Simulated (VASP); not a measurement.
A run of VASP 6.6.1 is set up as follows.

File POSCAR:

```
Si
1.0
    0.0000000000      2.7200000000      2.7200000000
    2.7200000000      0.0000000000      2.7200000000
    2.7200000000      2.7200000000      0.0000000000
Si
2
Direct
    0.0000000000      0.0000000000      0.0000000000
    0.2500000000      0.2500000000      0.2500000000
```

INCAR.step1

```
  PREC = Accurate
  ENCUT = 550
  ISMEAR = 0
  SIGMA = 0.1
  LREAL = F
  LASPH = T
  NELM = 120
  NBANDS = 11
  GGA = PE
  ALGO = Normal
  EDIFF = 1E-5
  LWAVE = T
  LCHARG = F
  GGA_COMPAT = F
```

INCAR.step2

```
  PREC = Accurate
  ENCUT = 550
  EDIFF = 1E-6
  ISMEAR = 0
  SIGMA = 0.1
  LREAL = F
  LASPH = T
  NELM = 120
  ALGO = Normal
  ISIF = 2
  LWAVE = F
  LCHARG = F
  METAGGA = R2SCAN
  LMIXTAU = T
  NBANDS = 11
  ISTART = 1
  GGA_COMPAT = F
```

KPOINTS

```
regular mesh
0
Gamma
  6 6 6
```

Potentials or basis: VASP PAW PBE potentials, release 64 (Si).

Launch:

```bash
$ cat potpaw_PBE.64/Si/POTCAR > POTCAR
$ cp INCAR.step1 INCAR
$ mpirun -np 1 vasp_std > vasp.out
$ cp INCAR.step2 INCAR
$ mpirun -np 1 vasp_std > vasp.out
```

Question: Predict the band gap on the k mesh.

Answer: 0.93 eV (least direct gap 2.75 eV).

Question: Estimate the pressure.

Answer: 0.1 GPa.

Caveat: the PAW data sets were made with another functional, which shifts forces and pressure a little. A k mesh can miss the band edges.
